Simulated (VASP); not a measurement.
# PbS (Cmc2_1) in VASP: notebook

The runs below take PbS through single point, with PBEsol.

All numbers are computed with VASP 6.6.1; they aren't measurements. Logs are shortened: lines on timing, memory, paths and dates and some standing lists are left out, and cuts for length are marked.

### 1 The cell of the first run

It takes space group Cmc2_1 (No. 36, orthorhombic). The conventional cell has a = 3.972 Å, b = 6.886 Å, c = 7.299 Å, α = 90.00°, β = 90.00°, γ = 90.00°. Pb (site symmetry m) has 6 S at 2.74 to 3.15 Å within 3.6 Å. Within 3.6 Å of S (site symmetry m) lie 6 Pb at 2.74 to 3.15 Å.

### 2 Single point, PBEsol

INCAR reads:

```
  ALGO = Normal
  EDIFF = 1E-7
  ENCUT = 520
  GGA = PS
  ISIF = 2
  ISMEAR = -1
  LASPH = True
  LCHARG = True
  LELF = True
  LREAL = False
  LVHAR = True
  LWAVE = False
  NBANDS = 28
  NELM = 80
  PREC = Accurate
  SIGMA = 0.02
```

KPOINTS reads:

```
k-points
0
Gamma
  6 6 4
```

POSCAR reads:

```
PbS
1.0
    1.9859555113     -3.4427703075      0.0000000000
    1.9859555113      3.4427703075      0.0000000000
    0.0000000000      0.0000000000      7.2990463947
Pb S
2 2
Direct
    0.0010316600      0.9989683400      0.4867318100
    0.9989683400      0.0010316600      0.9867318100
    0.6671454800      0.3328545200      0.6924681900
    0.3328545200      0.6671454800      0.1924681900
```

Potentials or basis: VASP PAW PBE potentials, release 64 (Pb_d, S).

Run with:

```bash
$ cat potpaw_PBE.64/Pb_d/POTCAR potpaw_PBE.64/S/POTCAR > POTCAR
$ mpirun -np 1 vasp_std > vasp.out
```

OUTCAR:

```text
EDIFF = 1E-7
   ENCUT = 520
   GGA = PS
   ISIF = 2
   ISMEAR = -1
   LASPH = True
   LREAL = False
   NELM = 80
   PREC = Accurate

 ion  position               nearest neighbor table
   1  0.001  0.999  0.487-   3 2.74   3 2.74   3 2.75   4 3.14   4 3.15   4 3.15   2 3.65   2 3.65

   2  0.999  0.001  0.987-   4 2.74   4 2.74   4 2.75   3 3.14   3 3.15   3 3.15   1 3.65   1 3.65

   3  0.667  0.333  0.692-   1 2.74   1 2.74   1 2.75   2 3.14   2 3.15   2 3.15
   4  0.333  0.667  0.192-   2 2.74   2 2.74   2 2.75   1 3.14   1 3.15   1 3.15

  LATTYP: Found a base centered orthorhombic cell.
 ALAT       =     3.9719110226
 B/A-ratio  =     1.7335586260
 C/A-ratio  =     1.8376661393

  Lattice vectors:

 A1 = (   1.9859555113,  -3.4427703075,   0.0000000000)
 A2 = (   1.9859555113,   3.4427703075,   0.0000000000)
 A3 = (   0.0000000000,   0.0000000000,   7.2990463947)

Analysis of symmetry for initial positions (statically):
=====================================================================
 Subroutine PRICEL returns:
 Original cell was already a primitive cell.

 Routine SETGRP: Setting up the symmetry group for a
 base centered orthorhombic supercell.

 Subroutine GETGRP returns: Found  4 space group operations
 (whereof  2 operations were pure point group operations)
 out of a pool of  8 trial point group operations.

The static configuration has the point symmetry C_1h.
 The point group associated with its full space group is C_2v.

Analysis of symmetry for dynamics (positions and initial velocities):
=====================================================================
 Subroutine PRICEL returns:
 Original cell was already a primitive cell.

 Routine SETGRP: Setting up the symmetry group for a
 base centered orthorhombic supercell.

 Subroutine GETGRP returns: Found  4 space group operations
 (whereof  2 operations were pure point group operations)
 out of a pool of  8 trial point group operations.

The dynamic configuration has the point symmetry C_1h.
 The point group associated with its full space group is C_2v.

 Subroutine INISYM returns: Found  4 space group operations
 (whereof  2 operations are pure point group operations),
 and found     1 'primitive' translations

----------------------------------------------------------------------------------------

                                     Primitive cell

  volume of cell :      99.8099

  direct lattice vectors                    reciprocal lattice vectors
     1.985955511 -3.442770308  0.000000000     0.251767976 -0.145231879  0.000000000
     1.985955511  3.442770308  0.000000000     0.251767976  0.145231879  0.000000000
     0.000000000  0.000000000  7.299046395     0.000000000  0.000000000  0.137004198

  length of vectors
     3.974504583  3.974504583  7.299046395     0.290653423  0.290653423  0.137004198

  position of ions in fractional coordinates (direct lattice)
     0.001031660  0.998968340  0.486731810
     0.998968340  0.001031660  0.986731810
     0.667145480  0.332854520  0.692468190
     0.332854520  0.667145480  0.192468190

  ion indices of the primitive-cell ions
   primitive index   ion index
                 1           1
                 2           2
                 3           3
                 4           4

----------------------------------------------------------------------------------------

 KPOINTS: k-points

Automatic generation of k-mesh.
 Grid dimensions read from file:
 generate k-points for:    6    6    4

 Generating k-lattice:

  Cartesian coordinates                     Fractional coordinates (reciprocal lattice)
     0.041961329 -0.024205313  0.000000000     0.166666667  0.000000000  0.000000000
     0.041961329  0.024205313  0.000000000     0.000000000  0.166666667  0.000000000
     0.000000000  0.000000000  0.034251050     0.000000000  0.000000000  0.250000000

  Length of vectors
     0.048442237  0.048442237  0.034251050

  Shift w.r.t. Gamma in fractional coordinates (k-lattice)
     0.000000000  0.000000000  0.000000000

 Subroutine IBZKPT returns following result:
 ===========================================

 Found     39 irreducible k-points:

 Following reciprocal coordinates:
            Coordinates               Weight
  0.000000  0.000000  0.000000      1.000000
  0.166667 -0.000000  0.000000      4.000000
  0.333333  0.000000  0.000000      4.000000
  0.500000  0.000000  0.000000      2.000000
  0.166667  0.166667  0.000000      2.000000
  0.333333  0.166667  0.000000      4.000000
[... 16 lines left out ...]
  0.333333  0.333333  0.250000      4.000000
  0.500000  0.333333  0.250000      8.000000
 [... further k-points ...]
   k-points           NKPTS =     39   k-points in BZ     NKDIM =     39   number of bands    NBANDS=     28
   number of dos      NEDOS =    301   number of ions     NIONS =      4
   total plane-waves  NPLWV =  48600
   dimension x,y,z NGX =    30 NGY =   30 NGZ =   54
[... 33 lines left out ...]
     AMIX     =   0.40;   BMIX     =  1.00
     AMIX_MAG =   1.60;   BMIX_MAG =  1.00
  volume/ion in A,a.u.               =      24.95       168.39
  Fermi-wavevector in a.u.,A,eV,Ry     =   1.206990  2.280880 19.821299  1.456824
  Thomas-Fermi vector in A             =   2.342641
   LORBIT       =      0    0 simple, 1 ext, 2 COOP (PROOUT), +10 PAW based schemes
   GGA     = PS    functional components
   LHFCALC =     F    Hartree Fock is set to
   AEXX    =    0.0000 exact exchange contribution
   IVDW    =     0    specifies the selected vdW correction
   LEPSILON=     F    determine dielectric tensor
   LRPA    =     F    only Hartree local field effects (RPA)
 non-spin polarized calculation
  energy-cutoff  :      520.00
  volume of cell :       99.81
 maximum number of plane-waves:      2721
 NGX is ok and might be reduce to    30
   NGX = 15   NGY = 15   NGZ = 27

 number of electron      40.0000002 magnetization

 Free energy of the ion-electron system (eV)
  ---------------------------------------------------
  ext. energy  EPLUGINS =         0.00000000
  ---------------------------------------------------
  free energy    TOTEN  =       -18.54297214 eV

  energy without entropy =      -18.54254139  energy(sigma->0) =      -18.54275676

 E-fermi :   6.4593     XC(G=0): -10.0580

 val. band max:        6.4190732962   @ k =   0.3333   0.3333   0.0000
 cond. band min:       6.5083189271   @ k =   0.5000   0.5000   0.0000
 fundamental gap:      0.0892456309
 Fermi energy:         6.4593386245

 k-point     1 :       0.0000    0.0000    0.0000
  band No.  band energies     occupation
      1     -10.6631      2.00000
      2     -10.6061      2.00000
      3     -10.6058      2.00000
      4     -10.5793      2.00000
      5     -10.5790      2.00000
      6     -10.5447      2.00000
[... 20 lines left out ...]
     27      13.3592      0.00000
     28      13.9190      0.00000

 k-point     2 :       0.1667   -0.0000    0.0000
  band No.  band energies     occupation
      1     -10.6586      2.00000
      2     -10.6474      2.00000
      3     -10.5936      2.00000
      4     -10.5924      2.00000
      5     -10.5587      2.00000
      6     -10.5576      2.00000
[... 20 lines left out ...]
     27      12.2750      0.00000
     28      13.2167      0.00000

 k-point     3 :       0.3333    0.0000    0.0000
  band No.  band energies     occupation
      1     -10.7491      2.00000
      2     -10.6355      2.00000
      3     -10.6267      2.00000
      4     -10.5853      2.00000
      5     -10.5679      2.00000
      6     -10.5222      2.00000
[... 20 lines left out ...]
     27      12.6581      0.00000
     28      14.1691      0.00000

 k-point     4 :       0.5000    0.0000    0.0000
  band No.  band energies     occupation
      1     -10.7935      2.00000
      2     -10.6463      2.00000
      3     -10.6296      2.00000
      4     -10.5872      2.00000
      5     -10.5682      2.00000
      6     -10.5314      2.00000
[... 578 lines left out ...]
     27      12.5321      0.00000
     28      13.9683      0.00000

 k-point    23 :       0.3333    0.3333    0.2500
  band No.  band energies     occupation
      1     -10.7054      2.00000
      2     -10.7052      2.00000
      3     -10.5856      2.00000
      4     -10.5693      2.00000
      5     -10.5689      2.00000
      6     -10.5283      2.00000
[... 20 lines left out ...]
     27      13.6703      0.00000
     28      13.6784      0.00000

 k-point    24 :       0.5000    0.3333    0.2500
  band No.  band energies     occupation
      1     -10.7423      2.00000
      2     -10.6616      2.00000
      3     -10.5976      2.00000
      4     -10.5827      2.00000
      5     -10.5579      2.00000
      6     -10.5357      2.00000
[... 20 lines left out ...]
     27      12.7643      0.00000
     28      13.9231      0.00000

 [... further k-points ...]

------------------------ aborting loop because EDIFF is reached ----------------------------------------

  FORCE on cell =-STRESS in cart. coord.  units (eV):
  Direction    XX          YY          ZZ          XY          YZ          ZX
  --------------------------------------------------------------------------------------
  -------------------------------------------------------------------------------------
  Total        2.7481835      2.7232741      3.1466790      0.0000000      0.0000000      0.0000000
  in kB       44.1146290     43.7147758     50.5113925      0.0000000      0.0000000      0.0000000
  external PRESSURE =      46.1135991 kB  Pullay stress =       0.0000000 kB

 VOLUME and BASIS-vectors are now :
 -----------------------------------------------------------------------------
  energy-cutoff  :      520.00
  volume of cell :       99.81
      direct lattice vectors                 reciprocal lattice vectors
     1.985955511 -3.442770308  0.000000000     0.251767976 -0.145231879  0.000000000
     1.985955511  3.442770308  0.000000000     0.251767976  0.145231879  0.000000000
     0.000000000  0.000000000  7.299046395     0.000000000  0.000000000  0.137004198

 POSITION                                       TOTAL-FORCE (eV/Angst)
 -----------------------------------------------------------------------------------
      1.98596      3.43567      3.55268         0.000000      0.012521     -0.416050
      1.98596     -3.43567      7.20220         0.000000     -0.012521     -0.416050
      1.98596     -1.15089      5.05436         0.000000     -0.005946      0.416050
      1.98596      1.15089      1.40483         0.000000      0.005946      0.416050
 -----------------------------------------------------------------------------------
    total drift:                               -0.000000      0.000000     -0.000001

  FREE ENERGIE OF THE ION-ELECTRON SYSTEM (eV)
  ---------------------------------------------------
  free  energy   TOTEN  =       -18.5429721389 eV

  energy  without entropy=      -18.5425413888  energy(sigma->0) =      -18.54275676
```

Wall time 2 min (1 thread of Intel Xeon 6975P-C, shared host); peak memory 0.26 GiB.

Results:

```yaml
Free_energy: -18.5430 eV
Pressure: 4.6 GPa
Largest_force: 0.416 eV/Å
Band_gap_on_the_k_mesh: 0.09 eV, indirect (least direct gap 1.17 eV)
```

Forces on the atoms (eV/Å):
```
Pb   0.000  0.013 -0.416
Pb   0.000 -0.013 -0.416
S    0.000 -0.006  0.416
S    0.000  0.006  0.416
```

Caveat: the PAW data sets were made with another functional, which shifts forces and pressure a little; spin-orbit coupling is left out, which moves the levels of the heavy elements.

### 3 Single point, PBEsol

This run uses another cell than the first one, of 25.65 Å³/atom, 1.028 times its volume.

INCAR reads:

```
  PREC = Accurate
  ENCUT = 520
  EDIFF = 1E-6
  ISMEAR = -1
  SIGMA = 0.02
  LREAL = F
  LASPH = T
  NELM = 80
  ALGO = Normal
  ISIF = 2
  LWAVE = F
  LCHARG = T
  GGA = PS
  LELF = T
  LVHAR = T
  NBANDS = 28
```

KPOINTS reads:

```
regular mesh
0
Gamma
  6 6 4
```

POSCAR reads:

```
PbS
1.0
    2.0041763044     -3.4743571206      0.0000000000
    2.0041763044      3.4743571206      0.0000000000
    0.0000000000      0.0000000000      7.3660138638
Pb S
2 2
Direct
    0.0010316600      0.9989683400      0.4867318100
    0.9989683400      0.0010316600      0.9867318100
    0.6671454800      0.3328545200      0.6924681900
    0.3328545200      0.6671454800      0.1924681900
```

Potentials or basis: VASP PAW PBE potentials, release 64 (Pb_d, S).

Run with:

```bash
$ cat potpaw_PBE.64/Pb_d/POTCAR potpaw_PBE.64/S/POTCAR > POTCAR
$ mpirun -np 1 vasp_std > vasp.out
```

It took 88 s on 1 thread of Intel Xeon 6975P-C, shared host; peak memory 0.27 GiB.

It converged, with:

| Quantity | Value |
| --- | --- |
| Free energy | -18.6069 eV |
| Pressure | 2.7 GPa |
| Largest force | 0.298 eV/Å |
| Band gap on the k mesh | 0.18 eV, indirect (least direct gap 1.20 eV) |

Forces in eV/Å, atoms in the order of the input:
```
Pb   0.000  0.011 -0.298
Pb   0.000 -0.011 -0.298
S    0.000 -0.005  0.298
S    0.000  0.005  0.298
```

Stress tensor (GPa, compression positive):
```
2.56 0.00 0.00
0.00 2.52 0.00
0.00 0.00 2.92
```

Levels at points of the mesh, in eV from the valence-band top:
| k point | band 17 | band 18 | band 19 | band 20 | band 21 | band 22 | band 23 | band 24 |
| --- | --- | --- | --- | --- | --- | --- | --- | --- |
| (0.00, 0.00, 0.00) | -2.21 | -1.82 | -1.81 | -0.24 | 0.97 | 3.33 | 3.33 | 3.81 |
| (0.50, 0.00, 0.00) | -3.43 | -2.19 | -1.77 | -1.04 | 0.18 | 2.24 | 2.61 | 3.84 |
| (0.50, 0.50, 0.00) | -3.42 | -2.19 | -1.77 | -1.02 | 0.18 | 2.25 | 2.61 | 3.84 |
| (0.00, 0.00, 0.50) | -2.01 | -2.01 | -1.54 | -1.54 | 2.48 | 2.48 | 3.44 | 3.44 |
| (0.50, 0.00, 0.50) | -2.91 | -2.91 | -2.75 | -2.75 | 2.18 | 2.18 | 3.19 | 3.19 |
| (0.50, 0.50, 0.50) | -2.90 | -2.90 | -2.75 | -2.75 | 2.18 | 2.18 | 3.20 | 3.20 |

Caveat: the PAW data sets were made with another functional, which shifts forces and pressure a little; spin-orbit coupling is left out, which moves the levels of the heavy elements. A k mesh can miss the band edges.

### 4 Single point, PBEsol

This run uses another cell than the first one, of 26.34 Å³/atom, 1.056 times its volume.

INCAR reads:

```
SYSTEM = PbS
  PREC = Accurate
  ENCUT = 520
  EDIFF = 1E-6
  ISMEAR = -1
  SIGMA = 0.02
  LREAL = .False.
  LASPH = .True.
  NELM = 80
  ALGO = Normal
  ISIF = 2
  LWAVE = .False.
  LCHARG = .True.
  GGA = PS
  LELF = .True.
  LVHAR = .True.
  NBANDS = 28
```

KPOINTS reads:

```
Automatic mesh
0
Gamma
  6 6 4
  0 0 0
```

POSCAR reads:

```
PbS
1.0
    2.0220716826     -3.5053798078      0.0000000000
    2.0220716826      3.5053798078      0.0000000000
    0.0000000000      0.0000000000      7.4317853248
Pb S
2 2
Direct
    0.0010316600      0.9989683400      0.4867318100
    0.9989683400      0.0010316600      0.9867318100
    0.6671454800      0.3328545200      0.6924681900
    0.3328545200      0.6671454800      0.1924681900
```

Run with:

```bash
$ cat potpaw_PBE.64/Pb_d/POTCAR potpaw_PBE.64/S/POTCAR > POTCAR
$ mpirun -np 1 vasp_std > vasp.out
```

Wall time 90 s (1 thread of Intel Xeon 6975P-C, shared host); peak memory 0.26 GiB.

The run converged. Its results:

| Quantity | Value |
| --- | --- |
| Free energy | -18.6392 eV |
| Pressure | 1.0 GPa |
| Largest force | 0.190 eV/Å |
| Band gap on the k mesh | 0.26 eV, indirect (least direct gap 1.18 eV) |

Forces in eV/Å, atoms in the order of the input:
```
Pb   0.000  0.009 -0.189
Pb   0.000 -0.009 -0.189
S    0.000 -0.005  0.189
S    0.000  0.005  0.189
```

Stress tensor (GPa, compression positive):
```
0.93 0.00 0.00
0.00 0.90 0.00
0.00 0.00 1.06
```

Levels at points of the mesh, in eV from the valence-band top:
```
           k point  band 18  band 19  band 20  band 21  band 22  band 23
(0.00, 0.00, 0.00)    -1.70    -1.69    -0.22     0.96     3.38     3.38
(0.50, 0.00, 0.00)    -2.05    -1.67    -0.98     0.26     2.31     2.66
(0.50, 0.50, 0.00)    -2.05    -1.67    -0.97     0.26     2.32     2.67
(0.00, 0.00, 0.50)    -1.88    -1.49    -1.49     2.51     2.51     3.47
(0.50, 0.00, 0.50)    -2.74    -2.62    -2.62     2.24     2.24     3.21
(0.50, 0.50, 0.50)    -2.74    -2.62    -2.62     2.24     2.24     3.22
```

Caveat: the PAW data sets were made with another functional, which shifts forces and pressure a little; spin-orbit coupling is left out, which moves the levels of the heavy elements. A k mesh can miss the band edges.

### 5 Single point, PBEsol

This run uses another cell than the first one, of 27.03 Å³/atom, 1.083 times its volume.

INCAR reads:

```
SYSTEM = PbS
PREC = Accurate ; ENCUT = 520
EDIFF = 1E-7 ; ISMEAR = -1
SIGMA = 0.02 ; LREAL = .FALSE.
LASPH = .TRUE. ; NELM = 100
ALGO = Normal ; ISIF = 2
LWAVE = .FALSE. ; LCHARG = .FALSE.
GGA = PS ; NBANDS = 28
```

KPOINTS reads:

```
Automatic mesh
0
G
  6 6 4
  0 0 0
```

POSCAR reads:

```
PbS
1.0
    2.0396557972     -3.5358629014      0.0000000000
    2.0396557972      3.5358629014      0.0000000000
    0.0000000000      0.0000000000      7.4964127889
Pb S
2 2
Direct
    0.0010316600      0.9989683400      0.4867318100
    0.9989683400      0.0010316600      0.9867318100
    0.6671454800      0.3328545200      0.6924681900
    0.3328545200      0.6671454800      0.1924681900
```

Run with:

```bash
$ cat potpaw_PBE.64/Pb_d/POTCAR potpaw_PBE.64/S/POTCAR > POTCAR
$ mpirun -np 1 vasp_std > vasp.out
```

Run time: 99 s. Hardware: 1 thread of Intel Xeon 6975P-C, shared host; peak memory 0.27 GiB.

Results (log left out):

```yaml
Free_energy: -18.6439 eV
Pressure: -0.5 GPa
Largest_force: 0.090 eV/Å
Band_gap_on_the_k_mesh: 0.33 eV, indirect (least direct gap 1.16 eV)
```

Forces on the atoms (eV/Å):
```
Pb   0.000  0.007 -0.090
Pb   0.000 -0.007 -0.090
S    0.000 -0.004  0.090
S    0.000  0.004  0.090
```

Levels at points of the mesh, in eV from the valence-band top:
```csv
k point,band 17,band 18,band 19,band 20,band 21,band 22,band 23,band 24
"(0.00, 0.00, 0.00)",-1.94,-1.58,-1.58,-0.20,0.96,3.41,3.41,3.80
"(0.50, 0.00, 0.00)",-3.08,-1.93,-1.58,-0.94,0.33,2.36,2.71,3.87
"(0.50, 0.50, 0.00)",-3.07,-1.93,-1.58,-0.92,0.33,2.38,2.72,3.86
"(0.00, 0.00, 0.50)",-1.76,-1.76,-1.43,-1.43,2.53,2.53,3.50,3.50
"(0.50, 0.00, 0.50)",-2.59,-2.59,-2.50,-2.50,2.29,2.29,3.23,3.23
"(0.50, 0.50, 0.50)",-2.59,-2.59,-2.50,-2.50,2.29,2.29,3.24,3.24
```

Caveat: the PAW data sets were made with another functional, which shifts forces and pressure a little; spin-orbit coupling is left out, which moves the levels of the heavy elements. A k mesh can miss the band edges.

### 6 Summary

| cell | gap on the mesh (eV) | pressure (GPa) | largest force (eV/Å) |
| --- | --- | --- | --- |
| a = 3.975, b = 3.975, c = 7.299 Å, angles 90.0, 90.0, 120.0°, 4 atoms | 0.09 | 4.6 | 0.42 |
| a = 4.011, b = 4.011, c = 7.366 Å, angles 90.0, 90.0, 120.0°, 4 atoms | 0.18 | 2.7 | 0.30 |
| a = 4.047, b = 4.047, c = 7.432 Å, angles 90.0, 90.0, 120.0°, 4 atoms | 0.26 | 1.0 | 0.19 |
| a = 4.082, b = 4.082, c = 7.496 Å, angles 90.0, 90.0, 120.0°, 4 atoms | 0.33 | -0.5 | 0.09 |

Alike in all rows: task single point; level PBEsol; potentials or basis VASP PAW PBE potentials, release 64 (Pb_d, S); no spin polarisation; k mesh 6 × 6 × 4; cutoff (eV) 520; smearing fermi-dirac 0.02 eV.

Caveats: the PAW data sets were made with another functional, which shifts forces and pressure a little; spin-orbit coupling is left out, which moves the levels of the heavy elements.

Total energies depend on the potentials used, so only differences within one code and one set of settings carry meaning.
